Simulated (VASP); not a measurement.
# Sb (Pm-3m) in VASP: elastic constants with PBEsol

Aim: the elastic constants of Sb with PBEsol.

Program: VASP 6.6.1. These are calculated values, not measurements. Logs are shortened: lines on timing, memory, paths and dates and some standing lists are left out, and cuts for length are marked.

## Step 1: The cell of the first run

The structure is cubic, space group Pm-3m (No. 221). Conventional cell: a = 3.062 Å, b = 3.062 Å, c = 3.062 Å, α = 90.00°, β = 90.00°, γ = 90.00°. Sb (site symmetry m-3m) has 6 Sb at 3.06 Å within 4.0 Å.

This isn't the form of Sb at room conditions, which is rhombohedral.

## Step 2: Elastic constants, PBEsol

The input, INCAR:

```
PREC = Accurate ; ENCUT = 600
EDIFF = 1E-8 ; ISMEAR = -1
SIGMA = 0.15 ; LREAL = False
LASPH = True ; NELM = 100
ALGO = Normal ; ISIF = 3
LWAVE = False ; LCHARG = False
GGA = PS ; NBANDS = 8
IBRION = 6 ; NFREE = 2
POTIM = 0.015 ; NSW = 1
```

The input, KPOINTS:

```
regular mesh
0
Gamma
  16 16 16
```

The input, POSCAR:

```
Sb
1.0
    3.0621676686      0.0000000000      0.0000000000
    0.0000000000      3.0621676686      0.0000000000
    0.0000000000      0.0000000000      3.0621676686
Sb
1
Direct
    0.0000000000      0.0000000000      0.0000000000
```

Potentials or basis: VASP PAW PBE potentials, release 64 (Sb).

Launch:

```bash
> cat potpaw_PBE.64/Sb/POTCAR > POTCAR
> mpirun -np 1 vasp_std > vasp.out
```

OUTCAR:

```text
PREC = Accurate
   ENCUT = 600
   EDIFF = 1E-8
   ISMEAR = -1
   LREAL = False
   LASPH = True
   NELM = 100
   ISIF = 3
   GGA = PS
   IBRION = 6
   NFREE = 2
   POTIM = 0.015
   NSW = 1

 ion  position               nearest neighbor table
   1  0.000  0.000  0.000-

  LATTYP: Found a simple cubic cell.
 ALAT       =     3.0621676686

  Lattice vectors:

 A1 = (   3.0621676686,   0.0000000000,   0.0000000000)
 A2 = (   0.0000000000,   3.0621676686,   0.0000000000)
 A3 = (   0.0000000000,   0.0000000000,   3.0621676686)

Analysis of symmetry for initial positions (statically):
=====================================================================
 Subroutine PRICEL returns:
 Original cell was already a primitive cell.

 Routine SETGRP: Setting up the symmetry group for a
 simple cubic supercell.

 Subroutine GETGRP returns: Found 48 space group operations
 (whereof 48 operations were pure point group operations)
 out of a pool of 48 trial point group operations.

The static configuration has the point symmetry O_h .

Analysis of symmetry for dynamics (positions and initial velocities):
=====================================================================
 Subroutine PRICEL returns:
 Original cell was already a primitive cell.

 Routine SETGRP: Setting up the symmetry group for a
 simple cubic supercell.

 Subroutine GETGRP returns: Found 48 space group operations
 (whereof 48 operations were pure point group operations)
 out of a pool of 48 trial point group operations.

The dynamic configuration has the point symmetry O_h .

 Subroutine INISYM returns: Found 48 space group operations
 (whereof 48 operations are pure point group operations),
 and found     1 'primitive' translations

----------------------------------------------------------------------------------------

                                     Primitive cell

  volume of cell :      28.7136

  direct lattice vectors                    reciprocal lattice vectors
     3.062167669  0.000000000  0.000000000     0.326566050  0.000000000  0.000000000
     0.000000000  3.062167669  0.000000000     0.000000000  0.326566050  0.000000000
     0.000000000  0.000000000  3.062167669     0.000000000  0.000000000  0.326566050

  length of vectors
     3.062167669  3.062167669  3.062167669     0.326566050  0.326566050  0.326566050

  position of ions in fractional coordinates (direct lattice)
     0.000000000  0.000000000  0.000000000

  ion indices of the primitive-cell ions
   primitive index   ion index
                 1           1

----------------------------------------------------------------------------------------

 KPOINTS: regular mesh

Automatic generation of k-mesh.
 Grid dimensions read from file:
 generate k-points for:   16   16   16

 Generating k-lattice:

  Cartesian coordinates                     Fractional coordinates (reciprocal lattice)
     0.020410378  0.000000000  0.000000000     0.062500000  0.000000000  0.000000000
     0.000000000  0.020410378  0.000000000     0.000000000  0.062500000  0.000000000
[... 92 lines left out ...]
  volume of cell :       28.71
 maximum number of plane-waves:       976
   NGX = 13   NGY = 13   NGZ = 13

--------------------------------------- Ionic step        1  -------------------------------------------

 number of electron       4.9999999 magnetization

 Free energy of the ion-electron system (eV)
  ---------------------------------------------------
  ext. energy  EPLUGINS =         0.00000000
  ---------------------------------------------------
  free energy    TOTEN  =        -4.55096672 eV

  energy without entropy =       -4.51440132  energy(sigma->0) =       -4.53268402

------------------------ aborting loop because EDIFF is reached ----------------------------------------

  FORCE on cell =-STRESS in cart. coord.  units (eV):
  Direction    XX          YY          ZZ          XY          YZ          ZX
  --------------------------------------------------------------------------------------
  -------------------------------------------------------------------------------------
  Total        0.0204111      0.0204111      0.0204111      0.0000000      0.0000000      0.0000000
  in kB        1.1389096      1.1389096      1.1389096      0.0000000      0.0000000      0.0000000
  external PRESSURE =       1.1389096 kB  Pullay stress =       0.0000000 kB
[... 86 lines left out ...]
  FREE ENERGIE OF THE ION-ELECTRON SYSTEM (eV)
  ---------------------------------------------------
  free  energy   TOTEN  =        -4.5475335619 eV

  energy  without entropy=       -4.5116889571  energy(sigma->0) =       -4.52961126

[... ionic steps 4 to 12 ...]

--------------------------------------- Ionic step       13  -------------------------------------------

 number of electron       4.9999999 magnetization

------------------------ aborting loop because EDIFF is reached ----------------------------------------
[... 65 lines left out ...]
--------------------------------------- Ionic step       15  -------------------------------------------

 number of electron       5.0000000 magnetization

 Free energy of the ion-electron system (eV)
  ---------------------------------------------------
  ext. energy  EPLUGINS =         0.00000000
  ---------------------------------------------------
  free energy    TOTEN  =        -4.55096684 eV

  energy without entropy =       -4.51440143  energy(sigma->0) =       -4.53268413

 E-fermi :   7.4628     XC(G=0):  -9.9148

 val. band max:        7.4579599970   @ k =   0.1875   0.1875   0.1250
 cond. band min:       7.5557757022   @ k =   0.4375   0.2500   0.0000
 fundamental gap:      0.0978157052
 Fermi energy:         7.4628449048

 k-point     1 :       0.0000    0.0000    0.0000
  band No.  band energies     occupation
      1      -5.2261      2.00000
      2      10.8324      0.00000
      3      10.8324      0.00000
      4      10.8324      0.00000
      5      14.4644      0.00000
      6      14.4644      0.00000
      7      15.8476      0.00000
      8      25.4234      0.00000
[... 243 lines left out ...]
 k-point    24 :       0.5000    0.1250    0.0000
  band No.  band energies     occupation
      1      -2.4200      2.00000
      2       1.8334      2.00000
      3      10.8303      0.00000
      4      13.2137      0.00000
      5      15.4243      0.00000
      6      17.6281      0.00000
      7      18.7909      0.00000
      8      19.2248      0.00000

 [... further k-points ...]

------------------------ aborting loop because EDIFF is reached ----------------------------------------

  FORCE on cell =-STRESS in cart. coord.  units (eV):
  Direction    XX          YY          ZZ          XY          YZ          ZX
  --------------------------------------------------------------------------------------
  -------------------------------------------------------------------------------------
  Total        0.0204003      0.0204003      0.0204003     -0.0000000      0.0000000     -0.0000000
  in kB        1.1383099      1.1383099      1.1383099     -0.0000000      0.0000000     -0.0000000
  external PRESSURE =       1.1383099 kB  Pullay stress =       0.0000000 kB
[... 16 lines left out ...]
  FREE ENERGIE OF THE ION-ELECTRON SYSTEM (eV)
  ---------------------------------------------------
  free  energy   TOTEN  =        -4.5509668356 eV

  energy  without entropy=       -4.5144014327  energy(sigma->0) =       -4.53268413

 INTERNAL STRAIN TENSORS FROM STRAINED CELLS
 ============================================

 INTERNAL STRAIN TENSOR FOR ION    1 for displacements in x,y,z  (eV/Angst):
          X           Y           Z          XY          YZ          ZX
  --------------------------------------------------------------------------------
  x     0.00000     0.00000     0.00000     0.00000     0.00000    -0.00000
  y     0.00000     0.00000     0.00000     0.00000     0.00000     0.00000
  z     0.00000     0.00000     0.00000     0.00000     0.00000     0.00000

 INTERNAL STRAIN TENSORS FROM DISPLACED ATOMS
 ============================================

 INTERNAL STRAIN TENSOR FOR ION    1 for displacements in x,y,z  (eV/Angst):
          X           Y           Z          XY          YZ          ZX
  --------------------------------------------------------------------------------
  x     0.00000     0.00000     0.00000     0.00000     0.00000     0.00000
  y     0.00000     0.00000     0.00000     0.00000     0.00000     0.00000
  z     0.00000     0.00000     0.00000     0.00000     0.00000     0.00000

 Eigenvectors and eigenvalues of the dynamical matrix
 ----------------------------------------------------

   1 f/i=    0.000000 THz     0.000000 2PiTHz    0.000000 cm-1     0.000000 meV
             X         Y         Z           dx          dy          dz
      0.000000  0.000000  0.000000     0.000000   -1.000000    0.000000

   2 f/i=    0.000000 THz     0.000000 2PiTHz    0.000000 cm-1     0.000000 meV
             X         Y         Z           dx          dy          dz
      0.000000  0.000000  0.000000    -1.000000    0.000000    0.000000

   3 f/i=    0.000000 THz     0.000000 2PiTHz    0.000000 cm-1     0.000000 meV
             X         Y         Z           dx          dy          dz
      0.000000  0.000000  0.000000     0.000000    0.000000    1.000000

--------------------------------------------------------------------------------------------------------

 ELASTIC MODULI CONTR FROM IONIC RELAXATION (kBar)
 Direction    XX          YY          ZZ          XY          YZ          ZX
 --------------------------------------------------------------------------------
 XX           0.0000      0.0000      0.0000      0.0000      0.0000      0.0000
 YY           0.0000      0.0000      0.0000      0.0000      0.0000      0.0000
 ZZ           0.0000      0.0000      0.0000      0.0000      0.0000      0.0000
 XY           0.0000      0.0000      0.0000      0.0000      0.0000      0.0000
 YZ           0.0000      0.0000      0.0000      0.0000      0.0000      0.0000
 ZX           0.0000      0.0000      0.0000      0.0000      0.0000      0.0000
 --------------------------------------------------------------------------------

 TOTAL ELASTIC MODULI (kBar)
 Direction    XX          YY          ZZ          XY          YZ          ZX
 --------------------------------------------------------------------------------
 XX        1482.8248    213.8805    213.8805      0.0000      0.0000      0.0000
 YY         213.8805   1482.8248    213.8805     -0.0000     -0.0000      0.0000
 ZZ         213.8805    213.8805   1482.8248      0.0000     -0.0000      0.0000
 XY           0.0000     -0.0000      0.0000    129.0191      0.0000      0.0000
 YZ           0.0000     -0.0000     -0.0000      0.0000    129.0191      0.0000
 ZX           0.0000      0.0000      0.0000      0.0000      0.0000    129.0191
 --------------------------------------------------------------------------------
```

It took 5.3 min on 1 thread of Intel Xeon 6975P-C (Granite Rapids), shared host; peak memory 0.6 GiB.

What came out:

| Property | Result |
| --- | --- |
| Elastic constants C11, C12, C44 | 148, 21, 13 GPa |
| Voigt bulk modulus | 64 GPa |

Elastic tensor in Voigt notation (GPa, in the Cartesian axes of the cell as first typed):
```
148  21  21   0   0   0
 21 148  21   0   0   0
 21  21 148   0   0   0
  0   0   0  13   0   0
  0   0   0   0  13   0
  0   0   0   0   0  13
```

Clamped-ion elastic tensor (GPa):
```
148  21  21   0   0   0
 21 148  21   0   0   0
 21  21 148   0   0   0
  0   0   0  13   0   0
  0   0   0   0  13   0
  0   0   0   0   0  13
```

Caveat: the PAW data sets were made with another functional, which shifts forces and pressure a little; spin-orbit coupling is left out, which moves the levels of the heavy elements.
